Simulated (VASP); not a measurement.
# TaN: single point with PBEsol

The system is TaN.

```
Ta N
1.0
     5.19600    0.00000    0.00000
    -2.59800    4.49987    0.00000
     0.00000    0.00000    2.91100
Ta N
3 3
Direct
  0.33333 0.66667 0.50000
  0.66667 0.33333 0.50000
  0.00000 0.00000 0.00000
  0.39285 0.00000 0.00000
  0.60715 0.60715 0.00000
  0.00000 0.39285 0.00000
```

- Program: VASP 6.6.1
- Task: single point
- Functional: PBEsol
- Potentials or basis: VASP PAW PBE potentials, release 64 (Ta_pv, N)
- Cutoff: 520 eV
- k mesh: 5 × 5 × 7
- Occupations: methfessel-paxton, width 0.15 eV
- Spin: no spin polarisation

```
Pressure               : -3.0 GPa
Largest force          : 0.023 eV/Å
Band gap on the k mesh : zero (band 24 reaches 9.78 eV, above the bottom of band 25 at 7.15 eV)
```

Forces in eV/Å, atoms in the order of the input:
```
Ta   0.000  0.000  0.000
Ta   0.000  0.000  0.000
Ta   0.000  0.000  0.000
N    0.023  0.000  0.000
N   -0.012 -0.020  0.000
N   -0.012  0.020  0.000
```

Stress tensor (GPa, compression positive):
```
-2.68  0.00  0.00
 0.00 -2.68  0.00
 0.00  0.00 -3.62
```

Levels at points of the mesh, in eV from the Fermi level:
| k point | band 22 | band 23 | band 24 | band 25 | band 26 | band 27 |
| --- | --- | --- | --- | --- | --- | --- |
| (0.00, 0.00, 0.00) | -3.29 | -1.90 | -0.89 | -0.89 | 0.59 | 0.59 |

Run time: 38 s on 1 thread of Intel(R) Xeon(R) Platinum 8259CL CPU @ 2.50GHz (Skylake/Cascade Lake), on a shared host, peak memory 0.2 GiB.

Caveat: the PAW data sets were made with another functional, which shifts forces and pressure a little; spin-orbit coupling is left out, which moves the levels of the heavy elements.
